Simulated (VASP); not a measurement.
# Ge3Pt in VASP: further runs

Runs on Ge3Pt. Level: PBE. Tasks: relaxation of cell and atoms, single point.

Everything below comes from runs of VASP 6.6.1. Logs are shortened: lines on timing, memory, paths and dates and some standing lists are left out, and cuts for length are marked.

## Step 1: The cell of the first run

Symmetry: P4/mmm, No. 123, tetragonal system. Conventional cell: a = 4.043 Å, b = 4.043 Å, c = 4.002 Å, α = 90.00°, β = 90.00°, γ = 90.00°. Within 3.7 Å of Ge (site symmetry mmm) lie 8 Ge at 2.84 to 2.86 Å and 4 Pt at 2.84 Å. Ge (site symmetry 4/mmm) has 8 Ge at 2.84 Å and 4 Pt at 2.86 Å within 3.7 Å. Within 3.7 Å of Pt (site symmetry 4/mmm) lie 12 Ge at 2.84 to 2.86 Å.

## Step 2: Relaxation of cell and atoms, PBE

Input file INCAR:

```
ALGO     = Normal         # electronic algorithm
EDIFF    = 1E-6           # SCF threshold, eV
EDIFFG   = -0.04          # ionic threshold
ENCUT    = 600            # plane-wave cutoff, eV
GGA      = PE             # functional
IBRION   = 2              # ionic algorithm
ISIF     = 3              # what is computed and relaxed
ISMEAR   = 0              # smearing method
LASPH    = True           # aspherical terms in the spheres
LCHARG   = False          # write CHGCAR
LREAL    = False          # projectors in reciprocal space
LWAVE    = False          # write WAVECAR
NELM     = 80             # most SCF steps
NSW      = 90             # ionic steps
PREC     = Accurate       # precision mode
SIGMA    = 0.1            # smearing width, eV
```

Input file KPOINTS:

```
k-points
0
Gamma
  4 4 4
```

Input file POSCAR:

```
Ge3Pt
1.0
    4.0433289671      0.0000000000      0.0000000000
    0.0000000000      4.0433289671      0.0000000000
    0.0000000000      0.0000000000      4.0017691887
Ge Pt
3 1
Direct
    0.0000000000      0.5000000000      0.5000000000
    0.5000000000      0.0000000000      0.5000000000
    0.5000000000      0.5000000000      0.0000000000
    0.0000000000      0.0000000000      0.0000000000
```

Potentials or basis: VASP PAW PBE potentials, release 64 (Ge_d, Pt).

Command:

```bash
> cat potpaw_PBE.64/Ge_d/POTCAR potpaw_PBE.64/Pt/POTCAR > POTCAR
> mpirun -np 1 vasp_std > vasp.out
```

OUTCAR:

```text
EDIFF = 1E-6
   EDIFFG = -0.04
   ENCUT = 600
   GGA = PE
   IBRION = 2
   ISIF = 3
   ISMEAR = 0
   LASPH = True
   LREAL = False
   NELM = 80
   NSW = 90
   PREC = Accurate

 ion  position               nearest neighbor table
   1  0.000  0.500  0.500-   3 2.84   4 2.84   3 2.84   4 2.84   4 2.84   4 2.84   3 2.84   3 2.84
                             2 2.86   2 2.86   2 2.86   2 2.86
   2  0.500  0.000  0.500-   3 2.84   4 2.84   3 2.84   4 2.84   3 2.84   3 2.84   4 2.84   4 2.84
                             1 2.86   1 2.86   1 2.86   1 2.86
   3  0.500  0.500  0.000-   1 2.84   2 2.84   1 2.84   2 2.84   2 2.84   2 2.84   1 2.84   1 2.84
                             4 2.86   4 2.86   4 2.86   4 2.86
   4  0.000  0.000  0.000-   1 2.84   2 2.84   1 2.84   2 2.84   1 2.84   1 2.84   2 2.84   2 2.84
                             3 2.86   3 2.86   3 2.86   3 2.86

  LATTYP: Found a simple tetragonal cell.
 ALAT       =     4.0433289671
 C/A-ratio  =     0.9897213957

  Lattice vectors:

 A1 = (   4.0433289671,   0.0000000000,   0.0000000000)
 A2 = (   0.0000000000,   4.0433289671,   0.0000000000)
 A3 = (   0.0000000000,   0.0000000000,   4.0017691887)

Analysis of symmetry for initial positions (statically):
=====================================================================
 Subroutine PRICEL returns:
 Original cell was already a primitive cell.

 Routine SETGRP: Setting up the symmetry group for a
 simple tetragonal supercell.

 Subroutine GETGRP returns: Found 16 space group operations
 (whereof 16 operations were pure point group operations)
 out of a pool of 16 trial point group operations.

The static configuration has the point symmetry D_4h.

Analysis of symmetry for dynamics (positions and initial velocities):
=====================================================================
 Subroutine PRICEL returns:
 Original cell was already a primitive cell.

 Routine SETGRP: Setting up the symmetry group for a
 simple tetragonal supercell.

 Subroutine GETGRP returns: Found 16 space group operations
 (whereof 16 operations were pure point group operations)
 out of a pool of 16 trial point group operations.

The dynamic configuration has the point symmetry D_4h.

 Subroutine INISYM returns: Found 16 space group operations
 (whereof 16 operations are pure point group operations),
 and found     1 'primitive' translations

----------------------------------------------------------------------------------------

                                     Primitive cell

  volume of cell :      65.4230

  direct lattice vectors                    reciprocal lattice vectors
     4.043328967  0.000000000  0.000000000     0.247320960  0.000000000  0.000000000
     0.000000000  4.043328967  0.000000000     0.000000000  0.247320960  0.000000000
     0.000000000  0.000000000  4.001769189     0.000000000  0.000000000  0.249889475

  length of vectors
     4.043328967  4.043328967  4.001769189     0.247320960  0.247320960  0.249889475

  position of ions in fractional coordinates (direct lattice)
     0.000000000  0.500000000  0.500000000
     0.500000000  0.000000000  0.500000000
     0.500000000  0.500000000  0.000000000
     0.000000000  0.000000000  0.000000000

  ion indices of the primitive-cell ions
   primitive index   ion index
                 1           1
                 2           2
                 3           3
                 4           4

----------------------------------------------------------------------------------------

 KPOINTS: k-points

Automatic generation of k-mesh.
 Grid dimensions read from file:
 generate k-points for:    4    4    4

 Generating k-lattice:

  Cartesian coordinates                     Fractional coordinates (reciprocal lattice)
     0.061830240  0.000000000  0.000000000     0.250000000  0.000000000  0.000000000
     0.000000000  0.061830240  0.000000000     0.000000000  0.250000000  0.000000000
     0.000000000  0.000000000  0.062472369     0.000000000  0.000000000  0.250000000

  Length of vectors
     0.061830240  0.061830240  0.062472369

  Shift w.r.t. Gamma in fractional coordinates (k-lattice)
     0.000000000  0.000000000  0.000000000

 Subroutine IBZKPT returns following result:
 ===========================================

 Found     18 irreducible k-points:

 Following reciprocal coordinates:
            Coordinates               Weight
  0.000000  0.000000  0.000000      1.000000
  0.250000  0.000000  0.000000      4.000000
  0.500000  0.000000  0.000000      2.000000
  0.250000  0.250000  0.000000      4.000000
  0.500000  0.250000  0.000000      4.000000
  0.500000  0.500000  0.000000      1.000000
[... 10 lines left out ...]
  0.500000  0.250000  0.500000      4.000000
  0.500000  0.500000  0.500000      1.000000
   k-points           NKPTS =     18   k-points in BZ     NKDIM =     18   number of bands    NBANDS=     31
   number of dos      NEDOS =    301   number of ions     NIONS =      4
[... 26 lines left out ...]
   PSTRESS=    0.0 pullay stress
   NELECT =      52.0000    total number of electrons
   NUPDOWN=      -1.0000    fix difference up-down
   EMIN   =  10.00;   EMAX   =-10.00  energy-range for DOS
   EFERMI =   0.00;   METHOD = LEGACY
   ISMEAR =     0;   SIGMA  =   0.10  broadening in eV -4-tet -1-fermi 0-gaus
   EFERMI_NEDOS =   21; number of points for ismear=-14 and -15
   IALGO  =     38    algorithm
   IMIX   =      4    mixing-type and parameters
     AMIX     =   0.40;   BMIX     =  1.00
     AMIX_MAG =   1.60;   BMIX_MAG =  1.00
  volume/ion in A,a.u.               =      16.36       110.37
  Fermi-wavevector in a.u.,A,eV,Ry     =   1.516466  2.865704 31.288879  2.299668
  Thomas-Fermi vector in A             =   2.625852
   LORBIT       =      0    0 simple, 1 ext, 2 COOP (PROOUT), +10 PAW based schemes
   GGA     = PE    functional components
   LHFCALC =     F    Hartree Fock is set to
   AEXX    =    0.0000 exact exchange contribution
   IVDW    =     0    specifies the selected vdW correction
   LEPSILON=     F    determine dielectric tensor
   LRPA    =     F    only Hartree local field effects (RPA)
 conjugate gradient relaxation of ions
 non-spin polarized calculation
 Gauss-broadening in eV      SIGMA  =   0.10
  energy-cutoff  :      600.00
  volume of cell :       65.42
 maximum number of plane-waves:      2240
   NGX = 17   NGY = 17   NGZ = 15

--------------------------------------- Ionic step        1  -------------------------------------------

 number of electron      51.9999977 magnetization

 Free energy of the ion-electron system (eV)
  ---------------------------------------------------
  ext. energy  EPLUGINS =         0.00000000
  ---------------------------------------------------
  free energy    TOTEN  =       -18.87749388 eV

  energy without entropy =      -18.85840153  energy(sigma->0) =      -18.86794771

------------------------ aborting loop because EDIFF is reached ----------------------------------------

  FORCE on cell =-STRESS in cart. coord.  units (eV):
  Direction    XX          YY          ZZ          XY          YZ          ZX
  --------------------------------------------------------------------------------------
  -------------------------------------------------------------------------------------
  Total        4.2501983      4.2501983      4.3367890      0.0000000     -0.0000000      0.0000000
  in kB      104.0853451    104.0853451    106.2059089      0.0000000     -0.0000000      0.0000000
  external PRESSURE =     104.7921997 kB  Pullay stress =       0.0000000 kB

 VOLUME and BASIS-vectors are now :
 -----------------------------------------------------------------------------
  energy-cutoff  :      600.00
  volume of cell :       65.42
      direct lattice vectors                 reciprocal lattice vectors
     4.043328967  0.000000000  0.000000000     0.247320960  0.000000000  0.000000000
     0.000000000  4.043328967  0.000000000     0.000000000  0.247320960  0.000000000
     0.000000000  0.000000000  4.001769189     0.000000000  0.000000000  0.249889475
[... 39 lines left out ...]
 POSITION                                       TOTAL-FORCE (eV/Angst)
 -----------------------------------------------------------------------------------
      0.00000      2.12530      2.10554         0.000000      0.000000      0.000000
      2.12530     -0.00000      2.10554         0.000000     -0.000000      0.000000
      2.12530      2.12530      0.00000         0.000000      0.000000      0.000000
      0.00000      0.00000      0.00000         0.000000     -0.000000      0.000000
 -----------------------------------------------------------------------------------
    total drift:                                0.000000     -0.000000     -0.000000

  FREE ENERGIE OF THE ION-ELECTRON SYSTEM (eV)
  ---------------------------------------------------
  free  energy   TOTEN  =       -18.9719382693 eV

  energy  without entropy=      -18.9495648270  energy(sigma->0) =      -18.96075155

--------------------------------------- Ionic step        3  -------------------------------------------

 number of electron      52.0000053 magnetization

 Free energy of the ion-electron system (eV)
  ---------------------------------------------------
  ext. energy  EPLUGINS =         0.00000000
  ---------------------------------------------------
  free energy    TOTEN  =       -19.05927342 eV

  energy without entropy =      -19.04054391  energy(sigma->0) =      -19.04990867

 E-fermi :   7.9062     XC(G=0): -11.7909

 val. band max:        7.9010659217   @ k =   0.5000   0.0000   0.2500
 cond. band min:       7.9271345524   @ k =   0.2500   0.0000   0.5000
 fundamental gap:      0.0260686308
 Fermi energy:         7.9061707723

 k-point     1 :       0.0000    0.0000    0.0000
  band No.  band energies     occupation
      1     -17.0781      2.00000
      2     -17.0781      2.00000
      3     -17.0640      2.00000
      4     -17.0592      2.00000
      5     -17.0286      2.00000
      6     -17.0089      2.00000
[... 623 lines left out ...]
 POSITION                                       TOTAL-FORCE (eV/Angst)
 -----------------------------------------------------------------------------------
      0.00000      2.08126      2.06106         0.000000      0.000000      0.000000
      2.08126     -0.00000      2.06106         0.000000     -0.000000      0.000000
      2.08126      2.08126      0.00000         0.000000      0.000000      0.000000
      0.00000      0.00000      0.00000         0.000000     -0.000000      0.000000
 -----------------------------------------------------------------------------------
    total drift:                                0.000000     -0.000000     -0.000000

  FREE ENERGIE OF THE ION-ELECTRON SYSTEM (eV)
  ---------------------------------------------------
  free  energy   TOTEN  =       -19.0592734238 eV

  energy  without entropy=      -19.0405439123  energy(sigma->0) =      -19.04990867

 reached required accuracy - stopping structural energy minimisation
```

Run time: 94 s. Hardware: 1 thread of AMD EPYC 7R13 (Zen 3), shared host; peak memory 0.18 GiB.

What came out:

| Quantity | Value |
| --- | --- |
| Free energy | -19.0593 eV |
| Relaxed volume | 17.86 Å³/atom |
| Relaxed cell | a = 4.163 Å, b = 4.163 Å, c = 4.122 Å, α = 90.00°, β = 90.00°, γ = 90.00° |
| Space group after relaxing (to 0.1 Å) | Pm-3m (No. 221) |
| Energy gained by relaxing | 45.4 meV/atom |
| Ionic steps | 3 |
| Pressure after relaxing | -0.1 GPa |
| Band gap on the k mesh | zero (bands 26 and 27 overlap by 1.61 eV) |

The path:
| step | energy change (eV) | largest force (eV/Å) | pressure (GPa) | volume (Å³) |
| --- | --- | --- | --- | --- |
| 1 | 0.0000 | 0.0000 | 10.48 | 65.42 |
| 2 | -0.0944 | 0.0000 | -5.65 | 76.08 |
| 3 | -0.1818 | 0.0000 | -0.10 | 71.42 |

Final structure:
```cif
data_structure
_symmetry_space_group_name_H-M 'P 1'
_symmetry_Int_Tables_number 1
_cell_length_a 4.1625
_cell_length_b 4.1625
_cell_length_c 4.1221
_cell_angle_alpha 90.000
_cell_angle_beta 90.000
_cell_angle_gamma 90.000
_cell_volume 71.42
loop_
_atom_site_label
_atom_site_type_symbol
_atom_site_fract_x
_atom_site_fract_y
_atom_site_fract_z
_atom_site_occupancy
Ge1 Ge 0.00000 0.50000 0.50000 1
Ge2 Ge 0.50000 0.00000 0.50000 1
Ge3 Ge 0.50000 0.50000 0.00000 1
Pt1 Pt 0.00000 0.00000 0.00000 1
```

Caveat: the k points lie up to 0.38 Å⁻¹ apart in the final cell, too coarse for converged energies and pressures of a metal; spin-orbit coupling is left out, which moves the levels of the heavy elements.

## Step 3: Single point, PBE

This run uses another cell than the first one, of 17.84 Å³/atom.

Input file INCAR:

```
PREC     = Accurate       # precision mode
ENCUT    = 520            # plane-wave cutoff, eV
EDIFF    = 1E-6           # SCF threshold, eV
ISMEAR   = 0              # smearing method
SIGMA    = 0.1            # smearing width, eV
LREAL    = False          # projectors in reciprocal space
LASPH    = True           # aspherical terms in the spheres
NELM     = 100            # most SCF steps
ALGO     = Normal         # electronic algorithm
ISIF     = 2              # what is computed and relaxed
LWAVE    = False          # write WAVECAR
LCHARG   = False          # write CHGCAR
GGA      = PE             # functional
NBANDS   = 34             # bands
```

Input file KPOINTS:

```
Automatic mesh
0
Gamma
  12 12 12
```

Input file POSCAR:

```
Ge3Pt
1.0
    4.1477620210      0.0000000000      0.0000000000
    0.0000000000      4.1477620210      0.0000000000
    0.0000000000      0.0000000000      4.1477620210
Ge Pt
3 1
Direct
    0.0000000000      0.5000000000      0.5000000000
    0.5000000000      0.0000000000      0.5000000000
    0.5000000000      0.5000000000      0.0000000000
    0.0000000000      0.0000000000      0.0000000000
```

Potentials or basis: VASP PAW PBE potentials, release 64 (Ge_d, Pt).

Command:

```bash
> cat potpaw_PBE.64/Ge_d/POTCAR potpaw_PBE.64/Pt/POTCAR > POTCAR
> mpirun -np 1 vasp_std > vasp.out
```

It took 2.2 min on 1 thread of AMD EPYC 7R13 (Zen 3), shared host; peak memory 0.27 GiB.

Results (log left out):

- Free energy: -19.1369 eV
- Pressure: 0.0 GPa
- Band gap on the k mesh: zero (bands 26 and 27 overlap by 1.88 eV)

Levels at points of the mesh, in eV from the Fermi level:
| k point | band 24 | band 25 | band 26 | band 27 | band 28 | band 29 |
| --- | --- | --- | --- | --- | --- | --- |
| (0.00, 0.00, 0.00) | -2.71 | -1.36 | -1.36 | -0.31 | 2.88 | 2.88 |
| (0.50, 0.00, 0.00) | -0.43 | -0.43 | -0.37 | 0.30 | 0.30 | 0.75 |
| (0.50, 0.50, 0.00) | -1.98 | -0.07 | 0.03 | 0.84 | 0.84 | 2.95 |
| (0.50, 0.50, 0.50) | -2.24 | -1.99 | -1.30 | -1.30 | -1.30 | 7.38 |

Caveat: spin-orbit coupling is left out, which moves the levels of the heavy elements.

## Step 4: Single point, PBE

This run uses another cell than the first one, of 17.84 Å³/atom.

Input file INCAR:

```
ALGO = Normal
EDIFF = 1E-6
ENCUT = 520
GGA = PE
ISIF = 2
ISMEAR = 0
LASPH = T
LCHARG = F
LREAL = F
LWAVE = F
NBANDS = 34
NELM = 80
PREC = Accurate
SIGMA = 0.1
```

Input file KPOINTS:

```
k-points
0
Gamma
  12 12 12
```

Input file POSCAR:

```
Ge3Pt
1.0
    4.1477620989      0.0000000000      0.0000000000
    0.0000000000      4.1477620989      0.0000000000
    0.0000000000      0.0000000000      4.1477620989
Ge Pt
3 1
Direct
    0.0000000000      0.5000000000      0.5000000000
    0.5000000000      0.0000000000      0.5000000000
    0.5000000000      0.5000000000      0.0000000000
    0.0000000000      0.0000000000      0.0000000000
```

Command:

```bash
> cat potpaw_PBE.64/Ge_d/POTCAR potpaw_PBE.64/Pt/POTCAR > POTCAR
> mpirun -np 1 vasp_std > vasp.out
```

It took 2.7 min on 1 thread of AMD EPYC 7R13 (Zen 3), shared host; peak memory 0.27 GiB.

Results (log left out):

* Free energy: -19.1369 eV
* Pressure: 0.0 GPa
* Band gap on the k mesh: zero (bands 26 and 27 overlap by 1.88 eV)

Levels at points of the mesh, in eV from the Fermi level:
```csv
k point,band 24,band 25,band 26,band 27,band 28,band 29
"(0.00, 0.00, 0.00)",-2.71,-1.36,-1.36,-0.31,2.88,2.88
"(0.50, 0.00, 0.00)",-0.43,-0.43,-0.37,0.30,0.30,0.75
"(0.50, 0.50, 0.00)",-1.98,-0.07,0.03,0.84,0.84,2.95
"(0.50, 0.50, 0.50)",-2.24,-1.99,-1.30,-1.30,-1.30,7.38
```

Caveat: spin-orbit coupling is left out, which moves the levels of the heavy elements.

## Step 5: Relaxation of cell and atoms, PBE

This run uses another cell than the first one, of 17.82 Å³/atom.

Input file INCAR:

```
SYSTEM = Ge3Pt
PREC = Accurate
ENCUT = 600
EDIFF = 1E-6
ISMEAR = 0
SIGMA = 0.1
LREAL = .False.
LASPH = .True.
NELM = 60
ALGO = Normal
ISIF = 3
LWAVE = .False.
LCHARG = .False.
GGA = PE
IBRION = 2
NSW = 100
EDIFFG = -0.01
```

Input file KPOINTS:

```
regular mesh
0
Gamma
  12 12 12
  0 0 0
```

Input file POSCAR:

```
Ge3Pt
1.0
    4.1462204658      0.0000000000      0.0000000000
    0.0000000000      4.1462204658      0.0000000000
    0.0000000000      0.0000000000      4.1462204658
Ge Pt
3 1
Direct
    0.0000000000      0.5000000000      0.5000000000
    0.5000000000      0.0000000000      0.5000000000
    0.5000000000      0.5000000000      0.0000000000
    0.0000000000      0.0000000000      0.0000000000
```

Command:

```bash
> cat potpaw_PBE.64/Ge_d/POTCAR potpaw_PBE.64/Pt/POTCAR > POTCAR
> mpirun -np 1 vasp_std > vasp.out
```

Run time: 9.2 min. Hardware: 1 thread of AMD EPYC 7R13 (Zen 3), shared host; peak memory 0.32 GiB.

It converged, with:

```
Free energy                           : -19.1369 eV
Relaxed volume                        : 17.86 Å³/atom
Relaxed cell                          : a = 4.149 Å, b = 4.149 Å, c = 4.149 Å, α = 90.00°, β = 90.00°, γ = 90.00°
Space group after relaxing (to 0.1 Å) : Pm-3m (No. 221)
Energy gained by relaxing             : 0.0 meV/atom
Ionic steps                           : 4
Pressure after relaxing               : 0.0 GPa
Band gap on the k mesh                : zero (bands 26 and 27 overlap by 1.87 eV)
```

Final structure:
```cif
data_structure
_symmetry_space_group_name_H-M 'P 1'
_symmetry_Int_Tables_number 1
_cell_length_a 4.1494
_cell_length_b 4.1494
_cell_length_c 4.1494
_cell_angle_alpha 90.000
_cell_angle_beta 90.000
_cell_angle_gamma 90.000
_cell_volume 71.44
loop_
_atom_site_label
_atom_site_type_symbol
_atom_site_fract_x
_atom_site_fract_y
_atom_site_fract_z
_atom_site_occupancy
Ge1 Ge 0.00000 0.50000 0.50000 1
Ge2 Ge 0.50000 0.00000 0.50000 1
Ge3 Ge 0.50000 0.50000 0.00000 1
Pt1 Pt 0.00000 0.00000 0.00000 1
```

Levels at points of the mesh, in eV from the Fermi level:
| k point | band 23 | band 24 | band 25 | band 26 | band 27 | band 28 | band 29 | band 30 |
| --- | --- | --- | --- | --- | --- | --- | --- | --- |
| (0.00, 0.00, 0.00) | -2.70 | -2.70 | -1.37 | -1.37 | -0.31 | 2.88 | 2.88 | 2.88 |
| (0.50, 0.00, 0.00) | -2.49 | -0.42 | -0.42 | -0.38 | 0.30 | 0.30 | 0.75 | 3.34 |
| (0.50, 0.50, 0.00) | -2.29 | -1.97 | -0.08 | 0.04 | 0.84 | 0.84 | 2.95 | 2.95 |
| (0.50, 0.50, 0.50) | -2.23 | -2.23 | -1.99 | -1.30 | -1.30 | -1.30 | 7.37 | 7.37 |

Caveat: spin-orbit coupling is left out, which moves the levels of the heavy elements.

## Step 6: Overview

```csv
task,cell,k mesh,cutoff (eV),gap on the mesh (eV),pressure (GPa),relaxed volume (Å³/atom)
relaxation of cell and atoms,"relaxed from a = 4.043, b = 4.043, c = 4.002 Å, 4 atoms",4 × 4 × 4,600,none,-0.1,17.86
single point,"a = 4.148 Å, 4 atoms",12 × 12 × 12,520,none,0.0,-
relaxation of cell and atoms,"relaxed from a = 4.146 Å, 4 atoms",12 × 12 × 12,600,none,0.0,17.86
```

Alike in all rows: level PBE; potentials or basis VASP PAW PBE potentials, release 64 (Ge_d, Pt); no spin polarisation; smearing gaussian 0.1 eV.

Caveats: some runs use coarse meshes; spin-orbit coupling is left out, which moves the levels of the heavy elements.

Absolute energies hang on the potentials; compare differences alone.

The gap in the log of VASP goes by the Fermi energy; the results here count the filled bands.